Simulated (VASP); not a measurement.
Set up this calculation in VASP 6.6.1, as the native input.

* Task: single point
* Functional: r2SCAN
* Potentials or basis: VASP PAW PBE potentials, release 64 (Li_sv, Nb_sv, O)
* Cutoff: 520 eV
* k mesh: 6 × 6 × 6
* Occupations: gaussian, width 0.02 eV
* Spin: no spin polarisation
* Dipole correction: no
* Further INCAR settings: ALGO = Normal; EDIFF = 1e-07; NBANDS = 48

The system is Li7NbO6.

```
Li Nb O
1.0
     2.72811    1.57508    4.81536
    -2.72811    1.57508    4.81536
     0.00000   -3.15015    4.81536
Li Nb O
7 1 6
Direct
  0.49539 0.72698 0.12328
  0.23284 0.92967 0.48933
  0.92967 0.48933 0.23284
  0.65484 0.65484 0.65484
  0.12328 0.49539 0.72698
  0.72698 0.12328 0.49539
  0.48933 0.23284 0.92967
  0.00038 0.00038 0.00038
  0.63709 0.88358 0.23332
  0.07035 0.79472 0.37914
  0.79472 0.37914 0.07035
  0.23332 0.63709 0.88358
  0.88358 0.23332 0.63709
  0.37914 0.07035 0.79472
```

This cell differs from its parent crystal: volume scaled by 0.97, then relaxed in part.

These files were run (other wordings do the same):

POSCAR

```
Li7NbO6
1.0
    2.7281110302      1.5750756378      4.8153641719
   -2.7281110302      1.5750756378      4.8153641719
    0.0000000000     -3.1501512753      4.8153641720
Li Nb O
7 1 6
Direct
    0.4953905818      0.7269755370      0.1232768093
    0.2328378229      0.9296718930      0.4893299389
    0.9296718930      0.4893299389      0.2328378229
    0.6548403300      0.6548403300      0.6548403300
    0.1232768093      0.4953905818      0.7269755370
    0.7269755370      0.1232768093      0.4953905818
    0.4893299389      0.2328378229      0.9296718930
    0.0003791974      0.0003791974      0.0003791974
    0.6370925174      0.8835834901      0.2333236368
    0.0703535707      0.7947186969      0.3791439779
    0.7947186969      0.3791439779      0.0703535707
    0.2333236368      0.6370925174      0.8835834901
    0.8835834901      0.2333236368      0.6370925174
    0.3791439779      0.0703535707      0.7947186969
```

INCAR.step1

```
SYSTEM = Li7NbO6
ALGO = Normal
EDIFF = 1E-4
ENCUT = 520
GGA = PE
ISMEAR = 0
LASPH = .True.
LCHARG = .False.
LREAL = .False.
LWAVE = .True.
NBANDS = 48
NELM = 100
PREC = Accurate
SIGMA = 0.02
```

INCAR.step2

```
SYSTEM = Li7NbO6
ALGO = Normal
EDIFF = 1E-7
ENCUT = 520
ISIF = 2
ISMEAR = 0
ISTART = 1
LASPH = .True.
LCHARG = .False.
LMIXTAU = .True.
LREAL = .False.
LWAVE = .False.
METAGGA = R2SCAN
NBANDS = 48
NELM = 100
PREC = Accurate
SIGMA = 0.02
```

KPOINTS

```
k-points
0
Gamma
  6 6 6
  0 0 0
```

Potentials or basis: VASP PAW PBE potentials, release 64 (Li_sv, Nb_sv, O).

Run with:

```bash
$ cat potpaw_PBE.64/Li_sv/POTCAR potpaw_PBE.64/Nb_sv/POTCAR potpaw_PBE.64/O/POTCAR > POTCAR
$ cp INCAR.step1 INCAR
$ mpirun -np 1 vasp_std > vasp.out
$ cp INCAR.step2 INCAR
$ mpirun -np 1 vasp_std > vasp.out
```

It gave:

```yaml
Largest_force: 0.032 eV/Å
Band_gap_on_the_k_mesh: 4.31 eV, indirect (least direct gap 4.57 eV)
```

Caveat: the PAW data sets were made with another functional, which shifts forces and pressure a little.

It took 14 min on 1 thread of Intel(R) Xeon(R) 6975P-C (Granite Rapids) (shared host), peak memory 0.48 GiB.
